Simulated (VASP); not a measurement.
# NbSi (Fm-3m) in VASP: a series of runs

The runs below take NbSi through single point, with PBE, PBEsol.

Everything below comes from runs of VASP 6.6.1. Logs are shortened: lines on timing, memory, paths and dates and some standing lists are left out, and cuts for length are marked.

**1. The cell of the first run**

Symmetry: Fm-3m, No. 225, cubic system. Conventional cell: a = 5.148 Å, b = 5.148 Å, c = 5.148 Å, α = 90.00°, β = 90.00°, γ = 90.00°. Within 3.4 Å of Nb (site symmetry m-3m) lie 6 Si at 2.57 Å. Si (site symmetry m-3m) has 6 Nb at 2.57 Å within 3.4 Å.

**2. Single point, PBE**

INCAR reads:

```
  PREC = Accurate
  ENCUT = 500
  EDIFF = 1E-6
  ISMEAR = -1
  SIGMA = 0.03
  LREAL = F
  LASPH = T
  NELM = 120
  ALGO = Normal
  ISIF = 2
  LWAVE = F
  LCHARG = F
  GGA = PE
  NBANDS = 16
  GGA_COMPAT = F
```

KPOINTS reads:

```
Automatic mesh
0
Gamma
  5 5 5
```

POSCAR reads:

```
NbSi
1.0
    0.0000000000      2.5738300000      2.5738300000
    2.5738300000      0.0000000000      2.5738300000
    2.5738300000      2.5738300000      0.0000000000
Nb Si
1 1
Direct
    0.0000000000      0.0000000000      0.0000000000
    0.5000000000      0.5000000000      0.5000000000
```

Potentials or basis: VASP PAW PBE potentials, release 64 (Nb_sv, Si).

On the command line:

```sh
$ cat potpaw_PBE.64/Nb_sv/POTCAR potpaw_PBE.64/Si/POTCAR > POTCAR
$ mpirun -np 1 vasp_std > vasp.out
```

OUTCAR:

```text
PREC = Accurate
   ENCUT = 500
   EDIFF = 1E-6
   ISMEAR = -1
   LREAL = F
   LASPH = T
   NELM = 120
   ISIF = 2
   GGA = PE

 ion  position               nearest neighbor table
   1  0.000  0.000  0.000-   2 2.57   2 2.57   2 2.57   2 2.57   2 2.57   2 2.57
   2  0.500  0.500  0.500-   1 2.57   1 2.57   1 2.57   1 2.57   1 2.57   1 2.57

  LATTYP: Found a face centered cubic cell.
 ALAT       =     5.1476600000

  Lattice vectors:

 A1 = (   0.0000000000,   2.5738300000,   2.5738300000)
 A2 = (   2.5738300000,   0.0000000000,   2.5738300000)
 A3 = (   2.5738300000,   2.5738300000,   0.0000000000)

Analysis of symmetry for initial positions (statically):
=====================================================================
 Subroutine PRICEL returns:
 Original cell was already a primitive cell.

 Routine SETGRP: Setting up the symmetry group for a
 face centered cubic supercell.

 Subroutine GETGRP returns: Found 48 space group operations
 (whereof 48 operations were pure point group operations)
 out of a pool of 48 trial point group operations.

The static configuration has the point symmetry O_h .

Analysis of symmetry for dynamics (positions and initial velocities):
=====================================================================
 Subroutine PRICEL returns:
 Original cell was already a primitive cell.

 Routine SETGRP: Setting up the symmetry group for a
 face centered cubic supercell.

 Subroutine GETGRP returns: Found 48 space group operations
 (whereof 48 operations were pure point group operations)
 out of a pool of 48 trial point group operations.

The dynamic configuration has the point symmetry O_h .

 Subroutine INISYM returns: Found 48 space group operations
 (whereof 48 operations are pure point group operations),
 and found     1 'primitive' translations

----------------------------------------------------------------------------------------

                                     Primitive cell

  volume of cell :      34.1012

  direct lattice vectors                    reciprocal lattice vectors
     0.000000000  2.573830000  2.573830000    -0.194263024  0.194263024  0.194263024
     2.573830000  0.000000000  2.573830000     0.194263024 -0.194263024  0.194263024
     2.573830000  2.573830000  0.000000000     0.194263024  0.194263024 -0.194263024

  length of vectors
     3.639945293  3.639945293  3.639945293     0.336473428  0.336473428  0.336473428

  position of ions in fractional coordinates (direct lattice)
     0.000000000  0.000000000  0.000000000
     0.500000000  0.500000000  0.500000000

  ion indices of the primitive-cell ions
   primitive index   ion index
                 1           1
                 2           2

----------------------------------------------------------------------------------------

 KPOINTS: Automatic mesh

Automatic generation of k-mesh.
 Grid dimensions read from file:
 generate k-points for:    5    5    5

 Generating k-lattice:

  Cartesian coordinates                     Fractional coordinates (reciprocal lattice)
    -0.038852605  0.038852605  0.038852605     0.200000000  0.000000000  0.000000000
     0.038852605 -0.038852605  0.038852605     0.000000000  0.200000000  0.000000000
     0.038852605  0.038852605 -0.038852605     0.000000000  0.000000000  0.200000000

  Length of vectors
     0.067294686  0.067294686  0.067294686

  Shift w.r.t. Gamma in fractional coordinates (k-lattice)
     0.000000000  0.000000000  0.000000000

 Subroutine IBZKPT returns following result:
 ===========================================

 Found     10 irreducible k-points:

 Following reciprocal coordinates:
            Coordinates               Weight
  0.000000  0.000000  0.000000      1.000000
  0.200000  0.000000  0.000000      8.000000
  0.400000  0.000000  0.000000      8.000000
  0.200000  0.200000  0.000000      6.000000
  0.400000  0.200000  0.000000     24.000000
 -0.400000  0.200000  0.000000     24.000000
 -0.200000  0.200000  0.000000     12.000000
  0.400000  0.400000  0.000000      6.000000
 -0.400000  0.400000  0.000000     12.000000
 -0.400000  0.400000  0.200000     24.000000
   k-points           NKPTS =     10   k-points in BZ     NKDIM =     10   number of bands    NBANDS=     16
   number of dos      NEDOS =    301   number of ions     NIONS =      2
   total plane-waves  NPLWV =  21952
   dimension x,y,z NGX =    28 NGY =   28 NGZ =   28
   dimension x,y,z NGXF=    56 NGYF=   56 NGZF=   56
   ions per type =               1   1
   NGX,Y,Z   is equivalent  to a cutoff of  12.79, 12.79, 12.79 a.u.
   NGXF,Y,Z  is equivalent  to a cutoff of  25.58, 25.58, 25.58 a.u.
 SYSTEM =  unknown system
   PREC   = accura    normal or accurate (medium, high low for compatibility)
   ISTART =      0    job   : 0-new  1-cont  2-samecut
   ICHARG =      2    charge: 1-file 2-atom 10-const
   ISPIN  =      1    spin polarized calculation?
   LNONCOLLINEAR =      F non collinear calculations
   LSORBIT =      F    spin-orbit coupling
   LASPH  =      T    aspherical Exc in radial PAW
   ENCUT  =  500.0 eV  36.75 Ry    6.06 a.u.   6.64  6.64  6.64*2*pi/ulx,y,z
   NELM   =    120;   NELMIN=  2; NELMDL= -5     # of ELM steps
   EDIFF  = 0.1E-05   stopping-criterion for ELM
   LREAL  =      F    real-space projection
   EDIFFG = 0.1E-04   stopping-criterion for IOM
   NSW    =      0    number of steps for IOM
   IBRION =     -1    ionic relax: 0-MD 1-quasi-New 2-CG
   NFREE  =      0    steps in history (QN), initial steepest desc. (CG)
   ISIF   =      2    stress and relaxation
   ISYM   =      2    0-nonsym 1-usesym 2-fastsym
   POTIM  = 0.5000    time-step for ionic-motion
   TEBEG  =    0.0;   TEEND  =   0.0 temperature during run
   PSTRESS=    0.0 pullay stress
   NELECT =      17.0000    total number of electrons
   NUPDOWN=      -1.0000    fix difference up-down
   EMIN   =  10.00;   EMAX   =-10.00  energy-range for DOS
   EFERMI =   0.00;   METHOD = LEGACY
   ISMEAR =    -1;   SIGMA  =   0.03  broadening in eV -4-tet -1-fermi 0-gaus
   EFERMI_NEDOS =   21; number of points for ismear=-14 and -15
   IALGO  =     38    algorithm
   IMIX   =      4    mixing-type and parameters
     AMIX     =   0.40;   BMIX     =  1.00
     AMIX_MAG =   1.60;   BMIX_MAG =  1.00
  volume/ion in A,a.u.               =      17.05       115.06
  Fermi-wavevector in a.u.,A,eV,Ry     =   1.298079  2.453015 22.925957  1.685010
  Thomas-Fermi vector in A             =   2.429431
   LORBIT       =      0    0 simple, 1 ext, 2 COOP (PROOUT), +10 PAW based schemes
   GGA     = PE    functional components
   LHFCALC =     F    Hartree Fock is set to
   AEXX    =    0.0000 exact exchange contribution
   IVDW    =     0    specifies the selected vdW correction
   LEPSILON=     F    determine dielectric tensor
   LRPA    =     F    only Hartree local field effects (RPA)
 non-spin polarized calculation
  energy-cutoff  :      500.00
  volume of cell :       34.10
 maximum number of plane-waves:       893
   NGX = 13   NGY = 13   NGZ = 13

 number of electron      17.0000002 magnetization

 Free energy of the ion-electron system (eV)
  ---------------------------------------------------
  ext. energy  EPLUGINS =         0.00000000
  ---------------------------------------------------
  free energy    TOTEN  =       -16.07763921 eV

  energy without entropy =      -16.06632327  energy(sigma->0) =      -16.07198124

 E-fermi :  10.0118     XC(G=0): -11.5907

 val. band max:        9.9493730506   @ k =   0.4000   0.2000   0.0000
 cond. band min:      10.0402752085   @ k =  -0.4000   0.4000   0.0000
 fundamental gap:      0.0909021579
 Fermi energy:        10.0118471295

 k-point     1 :       0.0000    0.0000    0.0000
  band No.  band energies     occupation
      1     -45.0350      2.00000
      2     -21.0521      2.00000
      3     -21.0521      2.00000
      4     -21.0521      2.00000
      5      -0.4060      2.00000
      6       9.0107      2.00000
[... 8 lines left out ...]
     15      19.6999      0.00000
     16      23.5457      0.00000

 k-point     2 :       0.2000    0.0000    0.0000
  band No.  band energies     occupation
      1     -45.0292      2.00000
      2     -21.1256      2.00000
      3     -21.0613      2.00000
      4     -21.0613      2.00000
      5       0.3398      2.00000
      6       7.7341      2.00000
[... 8 lines left out ...]
     15      21.0002      0.00000
     16      21.6038      0.00000

 k-point     3 :       0.4000    0.0000    0.0000
  band No.  band energies     occupation
      1     -45.0197      2.00000
      2     -21.2420      2.00000
      3     -21.0762      2.00000
      4     -21.0762      2.00000
      5       2.2516      2.00000
      6       5.2083      2.00000
[... 8 lines left out ...]
     15      18.9748      0.00000
     16      18.9748      0.00000

 k-point     4 :       0.2000    0.2000    0.0000
  band No.  band energies     occupation
      1     -45.0273      2.00000
      2     -21.1210      2.00000
      3     -21.0779      2.00000
      4     -21.0779      2.00000
      5       0.5159      2.00000
      6       7.2112      2.00000
[... 8 lines left out ...]
     15      20.5039      0.00000
     16      21.1730      0.00000

 k-point     5 :       0.4000    0.2000    0.0000
  band No.  band energies     occupation
      1     -45.0191      2.00000
      2     -21.2042      2.00000
      3     -21.1024      2.00000
      4     -21.0950      2.00000
      5       1.7698      2.00000
      6       5.9913      2.00000
[... 8 lines left out ...]
     15      19.1169      0.00000
     16      20.4250      0.00000

 k-point     6 :      -0.4000    0.2000    0.0000
  band No.  band energies     occupation
      1     -45.0159      2.00000
      2     -21.2323      2.00000
      3     -21.1287      2.00000
      4     -21.0891      2.00000
      5       2.7514      2.00000
      6       5.0704      2.00000
[... 8 lines left out ...]
     15      19.8616      0.00000
     16      20.8414      0.00000

 k-point     7 :      -0.2000    0.2000    0.0000
  band No.  band energies     occupation
      1     -45.0221      2.00000
      2     -21.1797      2.00000
      3     -21.1081      2.00000
      4     -21.0683      2.00000
      5       1.4012      2.00000
      6       6.5080      2.00000
[... 8 lines left out ...]
     15      18.9918      0.00000
     16      20.3273      0.00000

 k-point     8 :       0.4000    0.4000    0.0000
  band No.  band energies     occupation
      1     -45.0149      2.00000
      2     -21.2214      2.00000
      3     -21.1195      2.00000
      4     -21.1195      2.00000
      5       1.7700      2.00000
      6       6.4142      2.00000
[... 8 lines left out ...]
     15      21.3773      0.00000
     16      22.8098      0.00000

 k-point     9 :      -0.4000    0.4000    0.0000
  band No.  band energies     occupation
      1     -45.0129      2.00000
      2     -21.2166      2.00000
      3     -21.1582      2.00000
      4     -21.1158      2.00000
      5       2.2114      2.00000
      6       6.5961      2.00000
[... 8 lines left out ...]
     15      20.6815      0.00000
     16      21.6010      0.00000

 k-point    10 :      -0.4000    0.4000    0.2000
  band No.  band energies     occupation
      1     -45.0141      2.00000
      2     -21.2047      2.00000
      3     -21.1567      2.00000
      4     -21.1141      2.00000
      5       2.4011      2.00000
      6       6.0772      2.00000
[... 8 lines left out ...]
     15      20.0415      0.00000
     16      20.6499      0.00000

------------------------ aborting loop because EDIFF is reached ----------------------------------------

  FORCE on cell =-STRESS in cart. coord.  units (eV):
  Direction    XX          YY          ZZ          XY          YZ          ZX
  --------------------------------------------------------------------------------------
  -------------------------------------------------------------------------------------
  Total        0.0216572      0.0216572      0.0216572      0.0000000     -0.0000000      0.0000000
  in kB        1.0175197      1.0175197      1.0175197      0.0000000     -0.0000000      0.0000000
  external PRESSURE =       1.0175197 kB  Pullay stress =       0.0000000 kB

 VOLUME and BASIS-vectors are now :
 -----------------------------------------------------------------------------
  energy-cutoff  :      500.00
  volume of cell :       34.10
      direct lattice vectors                 reciprocal lattice vectors
     0.000000000  2.573830000  2.573830000    -0.194263024  0.194263024  0.194263024
     2.573830000  0.000000000  2.573830000     0.194263024 -0.194263024  0.194263024
     2.573830000  2.573830000  0.000000000     0.194263024  0.194263024 -0.194263024

 POSITION                                       TOTAL-FORCE (eV/Angst)
 -----------------------------------------------------------------------------------
      0.00000      0.00000      0.00000        -0.000000      0.000000     -0.000000
      2.57383      2.57383      2.57383         0.000000     -0.000000      0.000000
 -----------------------------------------------------------------------------------
    total drift:                               -0.000000      0.000000      0.000000

  FREE ENERGIE OF THE ION-ELECTRON SYSTEM (eV)
  ---------------------------------------------------
  free  energy   TOTEN  =       -16.0776392132 eV

  energy  without entropy=      -16.0663232680  energy(sigma->0) =      -16.07198124
```

Wall time 4.6 s (1 thread of AMD EPYC 9R45 (Zen 5), shared host); peak memory 0.12 GiB.

Results:

```
Free energy : -16.0776 eV
Pressure    : 0.1 GPa
```

Caveat: the k points lie up to 0.42 Å⁻¹ apart.

**3. Single point, PBEsol**

This run uses another cell than the first one, of 14.36 Å³/atom, 0.842 times its volume.

INCAR reads:

```
SYSTEM = NbSi
ALGO     = Normal         ! electronic algorithm
EDIFF    = 1E-6           ! SCF threshold, eV
ENCUT    = 520            ! plane-wave cutoff, eV
GGA      = PS             ! functional
ISIF     = 2              ! what is computed and relaxed
ISMEAR   = -1             ! smearing method
LASPH    = .TRUE.         ! aspherical terms in the spheres
LCHARG   = .FALSE.        ! write CHGCAR
LREAL    = .FALSE.        ! projectors in reciprocal space
LWAVE    = .FALSE.        ! write WAVECAR
NBANDS   = 16             ! bands
NELM     = 100            ! most SCF steps
PREC     = Accurate       ! precision mode
SIGMA    = 0.05           ! smearing width, eV
```

KPOINTS reads:

```
k-points
0
G
  9 9 9
  0 0 0
```

POSCAR reads:

```
NbSi
1.0
    0.0000000000      2.4308359489      2.4308359489
    2.4308359489      0.0000000000      2.4308359489
    2.4308359489      2.4308359489      0.0000000000
Nb Si
1 1
Direct
    0.0000000000      0.0000000000      0.0000000000
    0.5000000000      0.5000000000      0.5000000000
```

Potentials or basis: VASP PAW PBE potentials, release 64 (Nb_sv, Si).

On the command line:

```sh
$ cat potpaw_PBE.64/Nb_sv/POTCAR potpaw_PBE.64/Si/POTCAR > POTCAR
$ mpirun -np 1 vasp_std > vasp.out
```

Run time: 29 s. Hardware: 1 thread of Intel Xeon 8259CL, shared host; peak memory 0.16 GiB.

Results (log left out):

```
Free energy : -16.8681 eV
Pressure    : 30.0 GPa
```

Levels at points of the mesh, in eV from the Fermi level:
| k point | band 4 | band 5 | band 6 | band 7 | band 8 | band 9 | band 10 | band 11 | band 12 | band 13 |
| --- | --- | --- | --- | --- | --- | --- | --- | --- | --- | --- |
| (0.00, 0.00, 0.00) | -30.89 | -11.55 | -1.71 | -1.71 | -1.71 | -0.91 | -0.91 | 2.93 | 2.93 | 2.93 |

Caveat: the PAW data sets were made with another functional, which shifts forces and pressure a little.
